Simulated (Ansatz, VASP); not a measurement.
## Two plane-wave programs on Os

INCAR

```
PREC = Accurate ; ENCUT = 560
EDIFF = 1E-6 ; ISMEAR = -1
SIGMA = 0.08 ; LREAL = False
LASPH = True ; NELM = 120
ALGO = Normal ; ISIF = 2
LWAVE = False ; LCHARG = False
NBANDS = 14 ; GGA_COMPAT = False
```

File KPOINTS:

```
Automatic mesh
0
Gamma
  19 19 19
```

The input POSCAR:

```
Os
1.0
    0.0000000000      1.9013090542      1.9013090542
    1.9013090542      0.0000000000      1.9013090542
    1.9013090542      1.9013090542      0.0000000000
Os
1
Direct
    0.0000000000      0.0000000000      0.0000000000
```

Input for Ansatz:

```yaml
crystal:
  lattice:
    - [0.0, 1.9013090542, 1.9013090542]
    - [1.9013090542, 0.0, 1.9013090542]
    - [1.9013090542, 1.9013090542, 0.0]
  atoms:
    - { symbol: Os, position: [0.0, 0.0, 0.0] }
kpoints:
  mp_grid: { grid: [19, 19, 19] }
  band_path:
    path:
      - [0.0, 0.0, 0.0]
      - [0.5, 0.0, 0.5]
      - [0.625, 0.25, 0.625]
      - [0.375, 0.375, 0.75]
      - [0.0, 0.0, 0.0]
      - [0.5, 0.5, 0.5]
      - [0.5, 0.25, 0.75]
      - [0.5, 0.0, 0.5]
    npoints: 8
scf:
  occupations: { method: fermi_dirac, width: 0.08 }
hamiltonian:
  xc: lda
  pseudopotentials: { kind: paw }
output:
  forces: true
  stress: true
  eigenvalues: true
  populations: true
  dos: { projected: true, de: 0.2, e_range: [-14, 8] }
```

Change from the starting cell: volume scaled by 1, PAW files.

Alike in both runs: task single point; functional LDA; k mesh 19 × 19 × 19; occupations fermi-dirac, width 0.08 eV; no spin polarisation.

```csv
,VASP,Ansatz
version,VASP 6.6.1,Ansatz 0.2.0
potentials or method,"VASP PAW LDA potentials, release 64 (Os_sv_GW)","PAW with Ansatz's default frozen-core files, scalar-relativistic"
plane-wave cutoff (eV),560,420
valence electrons in the cell,16,16
```

Ansatz gave:

- pressure (GPa): 0.0

Question: Estimate VASP's values.

Answer: Pressure (GPa): 0.4.

LDA's correlation is that of Perdew and Zunger in VASP and of Perdew and Wang (1992) in Ansatz.

Neither program's run includes spin-orbit coupling.
